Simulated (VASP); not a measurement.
# LiCl (Immm) in VASP: further runs

LiCl is run at these levels: LDA; tasks: single point.

All numbers are computed with VASP 6.6.1; they aren't measurements. Logs are shortened: lines on timing, memory, paths and dates and some standing lists are left out, and cuts for length are marked.

### 1 The cell of the first run

It takes space group Immm (No. 71, orthorhombic). The conventional cell has a = 3.582 Å, b = 3.672 Å, c = 5.130 Å, α = 90.00°, β = 90.00°, γ = 90.00°. Li (site symmetry mmm) has 6 Cl at 2.56 Å within 3.4 Å. Cl (site symmetry mmm) has 6 Li at 2.56 Å within 3.4 Å.

### 2 Single point, LDA (strain +0.0250 x Voigt [0, 0, 0, 0, 1, 0])

The input, INCAR:

```
SYSTEM = LiCl
ALGO     = Normal         ! electronic algorithm
EDIFF    = 1E-6           ! SCF threshold, eV
ENCUT    = 520            ! plane-wave cutoff, eV
GGA      = CA             ! functional
ISIF     = 2              ! what is computed and relaxed
ISMEAR   = 0              ! smearing method
LASPH    = .TRUE.         ! aspherical terms in the spheres
LCHARG   = .FALSE.        ! write CHGCAR
LREAL    = .FALSE.        ! projectors in reciprocal space
LWAVE    = .FALSE.        ! write WAVECAR
NBANDS   = 12             ! bands
NELM     = 100            ! most SCF steps
PREC     = Accurate       ! precision mode
SIGMA    = 0.05           ! smearing width, eV
```

The input, KPOINTS:

```
k-points
0
G
  8 8 8
  0 0 0
```

The input, POSCAR:

```
LiCl
1.0
    0.0320595000      2.5647600000      2.5647600000
    2.5968195000      0.0000000000      2.5968195000
    2.5647600000      2.5647600000      0.0320595000
Li Cl
1 1
Direct
    0.0000000000      0.0000000000      0.0000000000
    0.5000000000      0.5000000000      0.5000000000
```

Potentials or basis: VASP PAW LDA potentials, release 64 (Li_sv, Cl).

Launch:

```console
$ cat potpaw_LDA.64/Li_sv/POTCAR potpaw_LDA.64/Cl/POTCAR > POTCAR
$ mpirun -np 1 vasp_std > vasp.out
```

OUTCAR:

```text
SYSTEM = LiCl
   EDIFF = 1E-6
   ENCUT = 520
   GGA = CA
   ISIF = 2
   ISMEAR = 0
   LASPH = .TRUE.
   LREAL = .FALSE.
   NELM = 100
   PREC = Accurate

 ion  position               nearest neighbor table
   1  0.000  0.000  0.000-   2 2.56   2 2.56   2 2.56   2 2.56   2 2.56   2 2.56
   2  0.500  0.500  0.500-   1 2.56   1 2.56   1 2.56   1 2.56   1 2.56   1 2.56

  LATTYP: Found a body centered orthorhombic cell.
 ALAT       =     3.5817793965
 B/A-ratio  =     1.0253164557
 C/A-ratio  =     1.4321149999

  Lattice vectors:

 A1 = (   0.0320595000,  -2.5647600000,   2.5647600000)
 A2 = (  -0.0320595000,  -2.5647600000,  -2.5647600000)
 A3 = (   2.5647600000,   2.5647600000,   0.0320595000)

Analysis of symmetry for initial positions (statically):
=====================================================================
 Subroutine PRICEL returns:
 Original cell was already a primitive cell.

 Routine SETGRP: Setting up the symmetry group for a
 body centered orthorhombic supercell.

 Subroutine GETGRP returns: Found  8 space group operations
 (whereof  8 operations were pure point group operations)
 out of a pool of  8 trial point group operations.

The static configuration has the point symmetry D_2h.

Analysis of symmetry for dynamics (positions and initial velocities):
=====================================================================
 Subroutine PRICEL returns:
 Original cell was already a primitive cell.

 Routine SETGRP: Setting up the symmetry group for a
 body centered orthorhombic supercell.

 Subroutine GETGRP returns: Found  8 space group operations
 (whereof  8 operations were pure point group operations)
 out of a pool of  8 trial point group operations.

The dynamic configuration has the point symmetry D_2h.

 Subroutine INISYM returns: Found  8 space group operations
 (whereof  8 operations are pure point group operations),
 and found     1 'primitive' translations

----------------------------------------------------------------------------------------

                                     Primitive cell

  volume of cell :      33.7367

  direct lattice vectors                    reciprocal lattice vectors
     0.032059500  2.564760000  2.564760000    -0.197417737  0.194950015  0.197417737
     2.596819500  0.000000000  2.596819500     0.192543225 -0.194950015  0.192543225
     2.564760000  2.564760000  0.032059500     0.197417737  0.194950015 -0.197417737
[... 86 lines left out ...]
   EDIFFG = 0.1E-04   stopping-criterion for IOM
   NSW    =      0    number of steps for IOM
   IBRION =     -1    ionic relax: 0-MD 1-quasi-New 2-CG
   NFREE  =      0    steps in history (QN), initial steepest desc. (CG)
   ISIF   =      2    stress and relaxation
   ISYM   =      2    0-nonsym 1-usesym 2-fastsym
   POTIM  = 0.5000    time-step for ionic-motion
   TEBEG  =    0.0;   TEEND  =   0.0 temperature during run
   PSTRESS=    0.0 pullay stress
   NELECT =      10.0000    total number of electrons
   NUPDOWN=      -1.0000    fix difference up-down
   EMIN   =  10.00;   EMAX   =-10.00  energy-range for DOS
   EFERMI =   0.00;   METHOD = LEGACY
   ISMEAR =     0;   SIGMA  =   0.05  broadening in eV -4-tet -1-fermi 0-gaus
   EFERMI_NEDOS =   21; number of points for ismear=-14 and -15
   IALGO  =     38    algorithm
   IMIX   =      4    mixing-type and parameters
     AMIX     =   0.40;   BMIX     =  1.00
     AMIX_MAG =   1.60;   BMIX_MAG =  1.00
  volume/ion in A,a.u.               =      16.87       113.83
  Fermi-wavevector in a.u.,A,eV,Ry     =   1.091543  2.062717 16.210871  1.191465
  Thomas-Fermi vector in A             =   2.227790
   LORBIT       =      0    0 simple, 1 ext, 2 COOP (PROOUT), +10 PAW based schemes
   GGA     = CA    functional components
   LHFCALC =     F    Hartree Fock is set to
   AEXX    =    0.0000 exact exchange contribution
   IVDW    =     0    specifies the selected vdW correction
   LEPSILON=     F    determine dielectric tensor
   LRPA    =     F    only Hartree local field effects (RPA)
 non-spin polarized calculation
 Gauss-broadening in eV      SIGMA  =   0.05
  energy-cutoff  :      520.00
  volume of cell :       33.74
 maximum number of plane-waves:       922
   NGX = 13   NGY = 13   NGZ = 13

 number of electron      10.0000004 magnetization

 Free energy of the ion-electron system (eV)
  ---------------------------------------------------
  ext. energy  EPLUGINS =         0.00000000
  ---------------------------------------------------
  free energy    TOTEN  =        -8.06058772 eV

  energy without entropy =       -8.06058772  energy(sigma->0) =       -8.06058772

 E-fermi :   0.8598     XC(G=0):  -9.1655

 val. band max:        0.5328497216   @ k =   0.0000   0.0000   0.0000
 cond. band min:       6.4568589030   @ k =   0.0000   0.0000   0.0000
 fundamental gap:      5.9240091814
 Fermi energy:         0.8598319176

 k-point     1 :       0.0000    0.0000    0.0000
  band No.  band energies     occupation
      1     -42.0160      2.00000
      2     -12.8715      2.00000
      3       0.3807      2.00000
      4       0.4534      2.00000
      5       0.5328      2.00000
      6       6.4569      0.00000
      7      11.9836      0.00000
      8      12.1945      0.00000
      9      12.4040      0.00000
     10      14.5226      0.00000
     11      14.5526      0.00000
     12      14.6174      0.00000
[... 331 lines left out ...]
 k-point    24 :       0.2500    0.3750   -0.0000
  band No.  band energies     occupation
      1     -42.0130      2.00000
      2     -12.3144      2.00000
      3      -1.7239      2.00000
      4      -0.4508      2.00000
      5      -0.2985      2.00000
      6       8.7344      0.00000
      7       9.5344      0.00000
      8      10.1756      0.00000
      9      12.3906      0.00000
     10      13.5776      0.00000
     11      17.0722      0.00000
     12      18.7186      0.00000

 [... further k-points ...]
[... 5 lines left out ...]
  --------------------------------------------------------------------------------------
  -------------------------------------------------------------------------------------
  Total       -0.6924838     -0.6984869     -0.6924838      0.0000000      0.0000000     -0.1253445
  in kB      -32.8865172    -33.1716089    -32.8865172      0.0000000      0.0000000     -5.9526959
  external PRESSURE =     -32.9815478 kB  Pullay stress =       0.0000000 kB

 VOLUME and BASIS-vectors are now :
 -----------------------------------------------------------------------------
  energy-cutoff  :      520.00
  volume of cell :       33.74
      direct lattice vectors                 reciprocal lattice vectors
     0.032059500  2.564760000  2.564760000    -0.197417737  0.194950015  0.197417737
     2.596819500  0.000000000  2.596819500     0.192543225 -0.194950015  0.192543225
     2.564760000  2.564760000  0.032059500     0.197417737  0.194950015 -0.197417737

 POSITION                                       TOTAL-FORCE (eV/Angst)
 -----------------------------------------------------------------------------------
      0.00000      0.00000      0.00000        -0.000000      0.000000     -0.000000
      2.59682      2.56476      2.59682         0.000000     -0.000000      0.000000
 -----------------------------------------------------------------------------------
    total drift:                                0.000000      0.000000      0.000000

  FREE ENERGIE OF THE ION-ELECTRON SYSTEM (eV)
  ---------------------------------------------------
  free  energy   TOTEN  =        -8.0605877220 eV

  energy  without entropy=       -8.0605877220  energy(sigma->0) =       -8.06058772
```

stdout:

```text
POSCAR found type information on POSCAR LiCl
 POSCAR found :  2 types and       2 ions
 scaLAPACK will be used
 LDA part: xc-table for (Slater(with rela. corr.)+CA(PZ))
 , standard interpolation
 POSCAR, INCAR and KPOINTS ok, starting setup
 FFT: planning ... GRIDC
 FFT: planning ... GRID_SOFT
 FFT: planning ... GRID
 WAVECAR not read
 entering main loop
```

Wall time 21 s (1 thread of Intel Xeon Platinum 8488C (Sapphire Rapids), shared host); peak memory 0.15 GiB.

Results:

| Quantity | Value |
| --- | --- |
| Free energy | -8.0606 eV |
| Band gap on the k mesh | 5.92 eV, direct |

Caveat: the cell differs from its parent crystal (strain +0.0250 x Voigt [0, 0, 0, 0, 1, 0]); the cutoff is under 1.25 times the usual one of these potentials, so pressure, stress and relaxed cells hold a basis-set (Pulay) error. A k mesh can miss the band edges.

### 3 Single point, LDA (strain +0.0150 x Voigt [0, 0, 0, 0, 1, 0])

The input, INCAR:

```
SYSTEM = LiCl
ALGO = Normal ; EDIFF = 1E-6
ENCUT = 520 ; GGA = CA
ISIF = 2 ; ISMEAR = 0
LASPH = .TRUE. ; LCHARG = .FALSE.
LREAL = .FALSE. ; LWAVE = .FALSE.
NBANDS = 12 ; NELM = 100
PREC = Accurate ; SIGMA = 0.05
```

KPOINTS is that of step 2.

The input, POSCAR:

```
LiCl
1.0
    0.0192357000      2.5647600000      2.5647600000
    2.5839957000      0.0000000000      2.5839957000
    2.5647600000      2.5647600000      0.0192357000
Li Cl
1 1
Direct
    0.0000000000      0.0000000000      0.0000000000
    0.5000000000      0.5000000000      0.5000000000
```

Potentials or basis: VASP PAW LDA potentials, release 64 (Li_sv, Cl).

Launch:

```console
$ cat potpaw_LDA.64/Li_sv/POTCAR potpaw_LDA.64/Cl/POTCAR > POTCAR
$ mpirun -np 1 vasp_std > vasp.out
```

It took 20 s on 1 thread of Intel Xeon Platinum 8488C (Sapphire Rapids), shared host; peak memory 0.15 GiB.

The run converged. Its results:

- Free energy: -8.0615 eV
- Band gap on the k mesh: 5.96 eV, direct

Levels at points of the mesh, in eV from the valence-band top:
```tsv
k point	band 2	band 3	band 4	band 5	band 6	band 7	band 8	band 9
(0.00, 0.00, 0.00)	-13.37	-0.09	-0.05	0.00	5.96	11.56	11.69	11.82
(0.50, 0.00, 0.00)	-12.77	-2.94	-0.34	-0.31	6.33	9.07	9.16	12.68
(0.00, 0.50, 0.00)	-12.80	-2.95	-0.30	-0.26	6.40	9.17	9.27	12.56
(0.50, 0.50, 0.00)	-12.53	-3.04	-1.19	-1.19	7.59	7.96	12.04	13.68
(0.50, 0.00, 0.50)	-12.53	-3.04	-1.25	-1.12	7.57	7.97	12.05	13.64
```

Caveat: the cell differs from its parent crystal (strain +0.0150 x Voigt [0, 0, 0, 0, 1, 0]); the cutoff is under 1.25 times the usual one of these potentials, so pressure, stress and relaxed cells hold a basis-set (Pulay) error. A k mesh can miss the band edges.

### 4 Single point, LDA (strain +0.0050 x Voigt [0, 0, 0, 0, 1, 0])

The input, INCAR:

```
ALGO = Normal
EDIFF = 1E-6
ENCUT = 520
GGA = CA
ISIF = 2
ISMEAR = 0
LASPH = T
LCHARG = F
LREAL = F
LWAVE = F
NBANDS = 12
NELM = 80
PREC = Accurate
SIGMA = 0.05
```

The input, KPOINTS:

```
k-points
0
Gamma
  8 8 8
```

The input, POSCAR:

```
LiCl
1.0
    0.0064119000      2.5647600000      2.5647600000
    2.5711719000      0.0000000000      2.5711719000
    2.5647600000      2.5647600000      0.0064119000
Li Cl
1 1
Direct
    0.0000000000      0.0000000000      0.0000000000
    0.5000000000      0.5000000000      0.5000000000
```

Potentials or basis: VASP PAW LDA potentials, release 64 (Li_sv, Cl).

Launch:

```console
$ cat potpaw_LDA.64/Li_sv/POTCAR potpaw_LDA.64/Cl/POTCAR > POTCAR
$ mpirun -np 1 vasp_std > vasp.out
```

OUTCAR:

```text
EDIFF = 1E-6
   ENCUT = 520
   GGA = CA
   ISIF = 2
   ISMEAR = 0
   LASPH = T
   LREAL = F
   NELM = 80
   PREC = Accurate

 ion  position               nearest neighbor table
   1  0.000  0.000  0.000-   2 2.56   2 2.56   2 2.56   2 2.56   2 2.56   2 2.56
   2  0.500  0.500  0.500-   1 2.56   1 2.56   1 2.56   1 2.56   1 2.56   1 2.56

  LATTYP: Found a body centered orthorhombic cell.
 ALAT       =     3.6180505803
 B/A-ratio  =     1.0050125313
 C/A-ratio  =     1.4177579573

  Lattice vectors:

 A1 = (   0.0064119000,  -2.5647600000,   2.5647600000)
 A2 = (  -0.0064119000,  -2.5647600000,  -2.5647600000)
 A3 = (   2.5647600000,   2.5647600000,   0.0064119000)

Analysis of symmetry for initial positions (statically):
=====================================================================
 Subroutine PRICEL returns:
 Original cell was already a primitive cell.

 Routine SETGRP: Setting up the symmetry group for a
 body centered orthorhombic supercell.

 Subroutine GETGRP returns: Found  8 space group operations
 (whereof  8 operations were pure point group operations)
 out of a pool of  8 trial point group operations.

The static configuration has the point symmetry D_2h.

Analysis of symmetry for dynamics (positions and initial velocities):
=====================================================================
 Subroutine PRICEL returns:
 Original cell was already a primitive cell.

 Routine SETGRP: Setting up the symmetry group for a
 body centered orthorhombic supercell.

 Subroutine GETGRP returns: Found  8 space group operations
 (whereof  8 operations were pure point group operations)
 out of a pool of  8 trial point group operations.

The dynamic configuration has the point symmetry D_2h.

 Subroutine INISYM returns: Found  8 space group operations
 (whereof  8 operations are pure point group operations),
 and found     1 'primitive' translations

----------------------------------------------------------------------------------------

                                     Primitive cell

  volume of cell :      33.7417

[... 113 lines left out ...]
   GGA     = CA    functional components
   LHFCALC =     F    Hartree Fock is set to
   AEXX    =    0.0000 exact exchange contribution
   IVDW    =     0    specifies the selected vdW correction
   LEPSILON=     F    determine dielectric tensor
   LRPA    =     F    only Hartree local field effects (RPA)
 non-spin polarized calculation
 Gauss-broadening in eV      SIGMA  =   0.05
  energy-cutoff  :      520.00
  volume of cell :       33.74
 maximum number of plane-waves:       934
   NGX = 13   NGY = 13   NGZ = 13

 number of electron      10.0000004 magnetization

 Free energy of the ion-electron system (eV)
  ---------------------------------------------------
  ext. energy  EPLUGINS =         0.00000000
  ---------------------------------------------------
  free energy    TOTEN  =        -8.06198633 eV

  energy without entropy =       -8.06198633  energy(sigma->0) =       -8.06198633

 E-fermi :   0.6778     XC(G=0):  -9.1649

 val. band max:        0.4684440000   @ k =   0.0000   0.0000   0.0000
 cond. band min:       6.4576261787   @ k =   0.0000   0.0000   0.0000
 fundamental gap:      5.9891821787
 Fermi energy:         0.6777740122

 k-point     1 :       0.0000    0.0000    0.0000
  band No.  band energies     occupation
      1     -42.0163      2.00000
      2     -12.8728      2.00000
      3       0.4380      2.00000
      4       0.4531      2.00000
      5       0.4684      2.00000
      6       6.4576      0.00000
      7      12.1469      0.00000
      8      12.1890      0.00000
      9      12.2310      0.00000
     10      14.5532      0.00000
     11      14.5621      0.00000
     12      14.5722      0.00000
[... 331 lines left out ...]
 k-point    24 :       0.2500    0.3750   -0.0000
  band No.  band energies     occupation
      1     -42.0133      2.00000
      2     -12.3105      2.00000
      3      -1.7347      2.00000
      4      -0.4479      2.00000
      5      -0.3071      2.00000
      6       8.7101      0.00000
      7       9.5078      0.00000
      8      10.1388      0.00000
      9      12.3486      0.00000
     10      13.6043      0.00000
     11      17.1062      0.00000
     12      18.7337      0.00000

 [... further k-points ...]
[... 5 lines left out ...]
  --------------------------------------------------------------------------------------
  -------------------------------------------------------------------------------------
  Total       -0.6962671     -0.6965048     -0.6962671     -0.0000000      0.0000000     -0.0250138
  in kB      -33.0612292    -33.0725162    -33.0612292     -0.0000000      0.0000000     -1.1877427
  external PRESSURE =     -33.0649915 kB  Pullay stress =       0.0000000 kB

 VOLUME and BASIS-vectors are now :
 -----------------------------------------------------------------------------
  energy-cutoff  :      520.00
  volume of cell :       33.74
      direct lattice vectors                 reciprocal lattice vectors
     0.006411900  2.564760000  2.564760000    -0.195438611  0.194950015  0.195438611
     2.571171900  0.000000000  2.571171900     0.194463855 -0.194950015  0.194463855
     2.564760000  2.564760000  0.006411900     0.195438611  0.194950015 -0.195438611

 POSITION                                       TOTAL-FORCE (eV/Angst)
 -----------------------------------------------------------------------------------
      0.00000      0.00000      0.00000        -0.000000      0.000000     -0.000000
      2.57117      2.56476      2.57117         0.000000     -0.000000      0.000000
 -----------------------------------------------------------------------------------
    total drift:                                0.000000      0.000000      0.000000

  FREE ENERGIE OF THE ION-ELECTRON SYSTEM (eV)
  ---------------------------------------------------
  free  energy   TOTEN  =        -8.0619863296 eV

  energy  without entropy=       -8.0619863295  energy(sigma->0) =       -8.06198633
```

OSZICAR:

```text
N       E                     dE             d eps       ncg     rms          rms(c)
DAV:   1     0.391772278327E+02    0.39177E+02   -0.40653E+03  2280   0.762E+02
DAV:   2    -0.569002003319E+01   -0.44867E+02   -0.42902E+02  2860   0.142E+02
DAV:   3    -0.808110582402E+01   -0.23911E+01   -0.23841E+01  3024   0.337E+01
DAV:   4    -0.813801893605E+01   -0.56913E-01   -0.56897E-01  3148   0.539E+00
DAV:   5    -0.813876489145E+01   -0.74596E-03   -0.74594E-03  3096   0.519E-01    0.234E+00
DAV:   6    -0.806943840804E+01    0.69326E-01   -0.12826E-01  2868   0.157E+00    0.162E+00
DAV:   7    -0.806212726974E+01    0.73111E-02   -0.30798E-02  3500   0.855E-01    0.813E-01
DAV:   8    -0.806200319270E+01    0.12408E-03   -0.25824E-03  3156   0.338E-01    0.138E-01
DAV:   9    -0.806197690192E+01    0.26291E-04   -0.13673E-04  2964   0.785E-02    0.349E-02
DAV:  10    -0.806198655275E+01   -0.96508E-05   -0.10766E-05  2704   0.217E-02    0.108E-02
DAV:  11    -0.806198632955E+01    0.22320E-06   -0.18956E-06  2580   0.870E-03
   1 F= -.80619863E+01 E0= -.80619863E+01  d E =-.220804E-11
```

stdout:

```text
POSCAR found type information on POSCAR LiCl
 POSCAR found :  2 types and       2 ions
 scaLAPACK will be used
 LDA part: xc-table for (Slater(with rela. corr.)+CA(PZ))
 , standard interpolation
 POSCAR, INCAR and KPOINTS ok, starting setup
 FFT: planning ... GRIDC
 FFT: planning ... GRID_SOFT
 FFT: planning ... GRID
 WAVECAR not read
 entering main loop
```

Wall time 17 s (1 thread of Intel Xeon Platinum 8488C (Sapphire Rapids), shared host); peak memory 0.15 GiB.

What came out:

| Quantity | Value |
| --- | --- |
| Free energy | -8.0620 eV |
| Band gap on the k mesh | 5.99 eV, direct |

Caveat: the cell differs from its parent crystal (strain +0.0050 x Voigt [0, 0, 0, 0, 1, 0]); the cutoff is under 1.25 times the usual one of these potentials, so pressure, stress and relaxed cells hold a basis-set (Pulay) error.

### 5 Summary

```csv
cell,gap on the mesh (eV)
"a = 3.627, b = 3.672 Å, angles 59.6, 59.2, 59.6°, 2 atoms",5.92
"a = 3.627, b = 3.654 Å, angles 59.8, 59.5, 59.8°, 2 atoms",5.96
"a = 3.627, b = 3.636 Å, angles 59.9, 59.8, 59.9°, 2 atoms",5.99
```

Alike in all rows: task single point; level LDA; potentials or basis VASP PAW LDA potentials, release 64 (Li_sv, Cl); no spin polarisation; k mesh 8 × 8 × 8; cutoff (eV) 520; smearing gaussian 0.05 eV.

Caveats: the cutoff is under 1.25 times the usual one of these potentials, so pressure, stress and relaxed cells hold a basis-set (Pulay) error.

Absolute energies hang on the potentials; compare differences alone.
